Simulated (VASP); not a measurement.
Wanted: the native input for a VASP 6.6.1 run.

```yaml
Task: single point
Functional: PBEsol
Potentials_or_basis: VASP PAW PBE potentials, release 64 (Pt)
Cutoff: 520 eV
k_mesh: 22 × 22 × 22
Occupations: gaussian, width 0.15 eV
Spin: no spin polarisation
Dipole_correction: no
Further_INCAR_settings: ALGO = Fast; EDIFF = 1e-07; NBANDS = 11
```

The structure of Pt lies in POSCAR:

```
Pt
1.0
   -1.6079833000      1.6079833000      1.6317466000
    1.6079833000     -1.6079833000      1.6317466000
    1.6079833000      1.6079833000     -1.6317466000
Pt
1
Direct
    0.0000000000      0.0000000000      0.0000000000
```

This cell differs from its parent crystal: strain +0.015 along x and y, +0.030 along z.

One way to write it, as run:

INCAR

```
SYSTEM = Pt
PREC     = Accurate       ! precision mode
ENCUT    = 520            ! plane-wave cutoff, eV
EDIFF    = 1E-7           ! SCF threshold, eV
ISMEAR   = 0              ! smearing method
SIGMA    = 0.15           ! smearing width, eV
LREAL    = .FALSE.        ! projectors in reciprocal space
LASPH    = .TRUE.         ! aspherical terms in the spheres
NELM     = 100            ! most SCF steps
ALGO     = Fast           ! electronic algorithm
ISIF     = 2              ! what is computed and relaxed
LWAVE    = .FALSE.        ! write WAVECAR
LCHARG   = .FALSE.        ! write CHGCAR
GGA      = PS             ! functional
NBANDS   = 11             ! bands
```

KPOINTS

```
regular mesh
0
G
  22 22 22
  0 0 0
```

Potentials or basis: VASP PAW PBE potentials, release 64 (Pt).

The run is started by

```bash
$ cat potpaw_PBE.64/Pt/POTCAR > POTCAR
$ mpirun -np 1 vasp_std > vasp.out
```

It gave:

```json
{
 "Pressure": "-22.0 GPa",
 "Band gap on the k mesh": "zero (band 5 reaches 9.81 eV, above the bottom of band 6 at 7.91 eV)"
}
```

Caveat: the cell differs from its parent crystal (strain +0.015 along x and y, +0.030 along z); the PAW data sets were made with another functional, which shifts forces and pressure a little; spin-orbit coupling is left out, which moves the levels of the heavy elements.

Wall time 79 s on 1 thread of Intel(R) Xeon(R) Platinum 8375C CPU @ 2.90GHz (Ice Lake), with other jobs on the host, peak memory 0.27 GiB.
